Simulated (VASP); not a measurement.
# Na (P1) in VASP: single point with PBE

Aim: the single point of Na with PBE.

Everything below comes from runs of VASP 6.6.1. Logs are shortened: lines on timing, memory, paths and dates and some standing lists are left out, and cuts for length are marked.

## 1. The cell of the first run

The typed cell holds 7 atoms: a = 7.421 Å, b = 7.421 Å, c = 7.421 Å, α = 109.47°, β = 109.47°, γ = 109.47°.

## 2. Single point, PBE

File INCAR:

```
ALGO = Normal
EDIFF = 1E-6
ENCUT = 520
GGA = PE
ISIF = 2
ISMEAR = 1
LASPH = T
LCHARG = F
LREAL = F
LWAVE = F
NBANDS = 34
NELM = 60
PREC = Accurate
SIGMA = 0.15
```

File KPOINTS:

```
k-points
0
Gamma
  2 2 2
```

File POSCAR:

```
Na
1.0
   -4.2843900000      4.2843900000      4.2843900000
    4.2843900000     -4.2843900000      4.2843900000
    4.2843900000      4.2843900000     -4.2843900000
Na
7
Direct
    0.0029474441      0.0025741121      0.0018323495
    0.0386937230      0.0830128676      0.5393469082
    0.0376472497      0.4995460264     -0.0453781052
    0.4622983669     -0.0825571435     -0.0373333193
    0.4967764373     -0.0035227885      0.5000819253
    0.7511534898      0.5005279631      0.2506565695
    0.4635830305      0.4998062735      0.5461397072
```

Potentials or basis: VASP PAW PBE potentials, release 64 (Na_pv).

On the command line:

```console
> cat potpaw_PBE.64/Na_pv/POTCAR > POTCAR
> mpirun -np 1 vasp_std > vasp.out
```

OUTCAR:

```text
EDIFF = 1E-6
   ENCUT = 520
   GGA = PE
   ISIF = 2
   ISMEAR = 1
   LASPH = T
   LREAL = F
   NELM = 60
   PREC = Accurate

 ion  position               nearest neighbor table
   1  0.003  0.003  0.002-
   2  0.039  0.083  0.539-
   3  0.038  0.500  0.955-
   4  0.462  0.917  0.963-
   5  0.497  0.996  0.500-
   6  0.751  0.501  0.251-
   7  0.464  0.500  0.546-

  LATTYP: Found a body centered cubic cell.
 ALAT       =     8.5687800000

  Lattice vectors:

 A1 = (  -4.2843900000,   4.2843900000,   4.2843900000)
 A2 = (   4.2843900000,  -4.2843900000,   4.2843900000)
 A3 = (   4.2843900000,   4.2843900000,  -4.2843900000)

Analysis of symmetry for initial positions (statically):
=====================================================================
 Subroutine PRICEL returns:
 Original cell was already a primitive cell.

 Routine SETGRP: Setting up the symmetry group for a
 body centered cubic supercell.

 Subroutine GETGRP returns: Found  1 space group operations
 (whereof  1 operations were pure point group operations)
 out of a pool of 48 trial point group operations.

The static configuration has the point symmetry C_1 .

Analysis of symmetry for dynamics (positions and initial velocities):
=====================================================================
 Subroutine PRICEL returns:
 Original cell was already a primitive cell.

 Routine SETGRP: Setting up the symmetry group for a
 body centered cubic supercell.

 Subroutine GETGRP returns: Found  1 space group operations
 (whereof  1 operations were pure point group operations)
 out of a pool of 48 trial point group operations.

The dynamic configuration has the point symmetry C_1 .

 Subroutine INISYM returns: Found  1 space group operations
 (whereof  1 operations are pure point group operations),
 and found     1 'primitive' translations

----------------------------------------------------------------------------------------

                                     Primitive cell

  volume of cell :     314.5770

  direct lattice vectors                    reciprocal lattice vectors
    -4.284390000  4.284390000  4.284390000     0.000000000  0.116702728  0.116702728
     4.284390000 -4.284390000  4.284390000     0.116702728  0.000000000  0.116702728
     4.284390000  4.284390000 -4.284390000     0.116702728  0.116702728  0.000000000

  length of vectors
     7.420781159  7.420781159  7.420781159     0.165042580  0.165042580  0.165042580

  position of ions in fractional coordinates (direct lattice)
     0.002947444  0.002574112  0.001832349
     0.038693723  0.083012868  0.539346908
     0.037647250  0.499546026  0.954621895
     0.462298367  0.917442857  0.962666681
     0.496776437  0.996477212  0.500081925
     0.751153490  0.500527963  0.250656570
     0.463583030  0.499806273  0.546139707

  ion indices of the primitive-cell ions
   primitive index   ion index
                 1           1
                 2           2
                 3           3
                 4           4
                 5           5
                 6           6
                 7           7

----------------------------------------------------------------------------------------

 KPOINTS: k-points

Automatic generation of k-mesh.
 Grid dimensions read from file:
 generate k-points for:    2    2    2

 Generating k-lattice:

  Cartesian coordinates                     Fractional coordinates (reciprocal lattice)
     0.000000000  0.058351364  0.058351364     0.500000000  0.000000000  0.000000000
     0.058351364  0.000000000  0.058351364     0.000000000  0.500000000  0.000000000
     0.058351364  0.058351364  0.000000000     0.000000000  0.000000000  0.500000000

  Length of vectors
     0.082521290  0.082521290  0.082521290

  Shift w.r.t. Gamma in fractional coordinates (k-lattice)
     0.000000000  0.000000000  0.000000000

 Subroutine IBZKPT returns following result:
 ===========================================

 Found      8 irreducible k-points:

 Following reciprocal coordinates:
            Coordinates               Weight
  0.000000  0.000000  0.000000      1.000000
  0.500000  0.000000  0.000000      1.000000
  0.000000  0.500000  0.000000      1.000000
  0.000000  0.000000  0.500000      1.000000
  0.500000  0.000000  0.500000      1.000000
  0.500000  0.500000  0.000000      1.000000
  0.000000  0.500000  0.500000      1.000000
  0.500000  0.500000  0.500000      1.000000
   k-points           NKPTS =      8   k-points in BZ     NKDIM =      8   number of bands    NBANDS=     34
   number of dos      NEDOS =    301   number of ions     NIONS =      7
   total plane-waves  NPLWV = 175616
   dimension x,y,z NGX =    56 NGY =   56 NGZ =   56
   dimension x,y,z NGXF=   112 NGYF=  112 NGZF=  112
   ions per type =               7
   NGX,Y,Z   is equivalent  to a cutoff of  12.55, 12.55, 12.55 a.u.
   NGXF,Y,Z  is equivalent  to a cutoff of  25.09, 25.09, 25.09 a.u.
 SYSTEM =  unknown system
   PREC   = accura    normal or accurate (medium, high low for compatibility)
   ISTART =      0    job   : 0-new  1-cont  2-samecut
   ICHARG =      2    charge: 1-file 2-atom 10-const
   ISPIN  =      1    spin polarized calculation?
   LNONCOLLINEAR =      F non collinear calculations
   LSORBIT =      F    spin-orbit coupling
   LASPH  =      T    aspherical Exc in radial PAW
   ENCUT  =  520.0 eV  38.22 Ry    6.18 a.u.  13.80 13.80 13.80*2*pi/ulx,y,z
   NELM   =     60;   NELMIN=  2; NELMDL= -5     # of ELM steps
   EDIFF  = 0.1E-05   stopping-criterion for ELM
   LREAL  =      F    real-space projection
   EDIFFG = 0.1E-04   stopping-criterion for IOM
   NSW    =      0    number of steps for IOM
   IBRION =     -1    ionic relax: 0-MD 1-quasi-New 2-CG
   NFREE  =      0    steps in history (QN), initial steepest desc. (CG)
   ISIF   =      2    stress and relaxation
   ISYM   =      2    0-nonsym 1-usesym 2-fastsym
   POTIM  = 0.5000    time-step for ionic-motion
   TEBEG  =    0.0;   TEEND  =   0.0 temperature during run
   PSTRESS=    0.0 pullay stress
   NELECT =      49.0000    total number of electrons
   NUPDOWN=      -1.0000    fix difference up-down
   EMIN   =  10.00;   EMAX   =-10.00  energy-range for DOS
   EFERMI =   0.00;   METHOD = LEGACY
   ISMEAR =     1;   SIGMA  =   0.15  broadening in eV -4-tet -1-fermi 0-gaus
   EFERMI_NEDOS =   21; number of points for ismear=-14 and -15
   IALGO  =     38    algorithm
   IMIX   =      4    mixing-type and parameters
     AMIX     =   0.40;   BMIX     =  1.00
     AMIX_MAG =   1.60;   BMIX_MAG =  1.00
  volume/ion in A,a.u.               =      44.94       303.27
  Fermi-wavevector in a.u.,A,eV,Ry     =   0.880842  1.664549 10.556517  0.775882
  Thomas-Fermi vector in A             =   2.001257
   LORBIT       =      0    0 simple, 1 ext, 2 COOP (PROOUT), +10 PAW based schemes
   GGA     = PE    functional components
   LHFCALC =     F    Hartree Fock is set to
   AEXX    =    0.0000 exact exchange contribution
   IVDW    =     0    specifies the selected vdW correction
   LEPSILON=     F    determine dielectric tensor
   LRPA    =     F    only Hartree local field effects (RPA)
 non-spin polarized calculation
 Methfessel and Paxton  Order N= 1 SIGMA  =   0.15
  energy-cutoff  :      520.00
  volume of cell :      314.58
 maximum number of plane-waves:      8488
 NGX is ok and might be reduce to    56
   NGX = 27   NGY = 27   NGZ = 27

 number of electron      49.0000029 magnetization

 Free energy of the ion-electron system (eV)
  ---------------------------------------------------
  ext. energy  EPLUGINS =         0.00000000
  ---------------------------------------------------
  free energy    TOTEN  =        -7.84469514 eV

  energy without entropy =       -7.76370215  energy(sigma->0) =       -7.81769747

 E-fermi :  -0.0041     XC(G=0):  -5.9939

 val. band max:       -0.0071227214   @ k =   0.5000   0.0000   0.0000
 cond. band min:      -0.0006232894   @ k =   0.5000   0.5000   0.0000
 fundamental gap:      0.0064994320
 Fermi energy:        -0.0041042735

 k-point     1 :       0.0000    0.0000    0.0000
  band No.  band energies     occupation
      1     -25.4344      2.00000
      2     -25.4342      2.00000
      3     -25.4316      2.00000
      4     -25.2960      2.00000
      5     -25.2959      2.00000
      6     -25.2953      2.00000
[... 26 lines left out ...]
     33       1.2860     -0.00000
     34       1.5053     -0.00000

 k-point     2 :       0.5000    0.0000    0.0000
  band No.  band energies     occupation
      1     -25.4343      2.00000
      2     -25.4342      2.00000
      3     -25.4316      2.00000
      4     -25.2951      2.00000
      5     -25.2951      2.00000
      6     -25.2950      2.00000
[... 26 lines left out ...]
     33       3.7461      0.00000
     34       3.7735      0.00000

 k-point     3 :       0.0000    0.5000    0.0000
  band No.  band energies     occupation
      1     -25.4344      2.00000
      2     -25.4342      2.00000
      3     -25.4316      2.00000
      4     -25.2961      2.00000
      5     -25.2953      2.00000
      6     -25.2947      2.00000
[... 26 lines left out ...]
     33       3.7186      0.00000
     34       3.7436      0.00000

 k-point     4 :       0.0000    0.0000    0.5000
  band No.  band energies     occupation
      1     -25.4344      2.00000
      2     -25.4342      2.00000
      3     -25.4316      2.00000
      4     -25.2952      2.00000
      5     -25.2951      2.00000
      6     -25.2950      2.00000
[... 26 lines left out ...]
     33       3.7312      0.00000
     34       3.7787      0.00000

 k-point     5 :       0.5000    0.0000    0.5000
  band No.  band energies     occupation
      1     -25.4343      2.00000
      2     -25.4342      2.00000
      3     -25.4316      2.00000
      4     -25.2960      2.00000
      5     -25.2953      2.00000
      6     -25.2947      2.00000
[... 26 lines left out ...]
     33       3.7186      0.00000
     34       3.7436      0.00000

 k-point     6 :       0.5000    0.5000    0.0000
  band No.  band energies     occupation
      1     -25.4344      2.00000
      2     -25.4342      2.00000
      3     -25.4316      2.00000
      4     -25.2952      2.00000
      5     -25.2951      2.00000
      6     -25.2950      2.00000
[... 26 lines left out ...]
     33       3.7350      0.00000
     34       3.7777      0.00000

 k-point     7 :       0.0000    0.5000    0.5000
  band No.  band energies     occupation
      1     -25.4343      2.00000
      2     -25.4342      2.00000
      3     -25.4316      2.00000
      4     -25.2951      2.00000
      5     -25.2950      2.00000
      6     -25.2950      2.00000
[... 26 lines left out ...]
     33       3.7220      0.00000
     34       3.7804      0.00000

 k-point     8 :       0.5000    0.5000    0.5000
  band No.  band energies     occupation
      1     -25.4343      2.00000
      2     -25.4342      2.00000
      3     -25.4316      2.00000
      4     -25.2947      2.00000
      5     -25.2946      2.00000
      6     -25.2943      2.00000
[... 26 lines left out ...]
     33       2.9699     -0.00000
     34       3.5765      0.00000

------------------------ aborting loop because EDIFF is reached ----------------------------------------

  FORCE on cell =-STRESS in cart. coord.  units (eV):
  Direction    XX          YY          ZZ          XY          YZ          ZX
  --------------------------------------------------------------------------------------
  -------------------------------------------------------------------------------------
  Total       -0.1691265     -1.7419819     -0.1846988     -0.0004518      0.0048097      0.0001218
  in kB       -0.8613809     -8.8721167     -0.9406927     -0.0023009      0.0244965      0.0006203
  external PRESSURE =      -3.5580634 kB  Pullay stress =       0.0000000 kB

 VOLUME and BASIS-vectors are now :
 -----------------------------------------------------------------------------
  energy-cutoff  :      520.00
  volume of cell :      314.58
      direct lattice vectors                 reciprocal lattice vectors
    -4.284390000  4.284390000  4.284390000     0.000000000  0.116702728  0.116702728
     4.284390000 -4.284390000  4.284390000     0.116702728  0.000000000  0.116702728
     4.284390000  4.284390000 -4.284390000     0.116702728  0.116702728  0.000000000

 POSITION                                       TOTAL-FORCE (eV/Angst)
 -----------------------------------------------------------------------------------
      0.00625      0.00945      0.01581        -0.000738     -0.000841      0.001143
      2.50065      2.12089     -1.78933        -0.000393     -0.003292     -0.000836
      6.06893      2.11102     -1.78843         0.001181     -0.004424     -0.000650
      6.07446      2.17442      1.78691         0.000752      0.003647      0.000099
      4.28346      0.00163      4.25514        -0.000700      0.000777      0.000660
      0.00013      2.14769      4.28878        -0.000107     -0.000213     -0.000949
      2.49507      2.18468      1.78766         0.000004      0.004347      0.000533
 -----------------------------------------------------------------------------------
    total drift:                               -0.000151     -0.001356      0.000003

  FREE ENERGIE OF THE ION-ELECTRON SYSTEM (eV)
  ---------------------------------------------------
  free  energy   TOTEN  =        -7.8446951356 eV

  energy  without entropy=       -7.7637021484  energy(sigma->0) =       -7.81769747
```

Wall time 2.1 min (1 thread of Intel Xeon 8259CL, shared host); peak memory 0.42 GiB.

What came out:

```yaml
Free_energy: -7.8447 eV
Pressure: -0.4 GPa
Largest_force: 0.005 eV/Å
Band_gap_on_the_k_mesh: zero (an odd number of electrons rules out a gap without spin polarisation)
```

Forces in eV/Å, atoms in the order of the input:
```
Na  -0.001 -0.001  0.001
Na   0.000 -0.003 -0.001
Na   0.001 -0.004 -0.001
Na   0.001  0.004  0.000
Na  -0.001  0.001  0.001
Na   0.000  0.000 -0.001
Na   0.000  0.004  0.001
```

Levels at points of the mesh, in eV from the Fermi level:
```tsv
k point	band 19	band 20	band 21	band 22	band 23	band 24	band 25	band 26	band 27	band 28
(0.00, 0.00, 0.00)	-25.20	-25.20	-25.20	-3.06	0.56	0.85	0.85	1.00	1.00	1.03
(0.50, 0.00, 0.00)	-25.20	-25.20	-25.20	-2.03	-2.02	0.00	0.02	0.03	0.05	1.80
(0.00, 0.50, 0.00)	-25.20	-25.20	-25.20	-2.12	-1.90	-0.23	0.00	0.09	0.27	1.65
(0.00, 0.00, 0.50)	-25.20	-25.20	-25.20	-2.03	-2.02	0.01	0.01	0.04	0.05	1.79
(0.50, 0.00, 0.50)	-25.20	-25.20	-25.20	-2.12	-1.90	-0.23	0.00	0.09	0.27	1.65
(0.50, 0.50, 0.00)	-25.20	-25.20	-25.20	-2.03	-2.02	0.00	0.01	0.04	0.05	1.79
(0.00, 0.50, 0.50)	-25.20	-25.20	-25.20	-2.03	-2.01	0.01	0.01	0.04	0.05	1.78
(0.50, 0.50, 0.50)	-25.20	-25.20	-25.20	-1.18	-1.15	-1.01	-1.01	-0.82	-0.74	2.56
```

Caveat: the k points lie up to 0.52 Å⁻¹ apart, too coarse for converged energies and pressures of a metal.
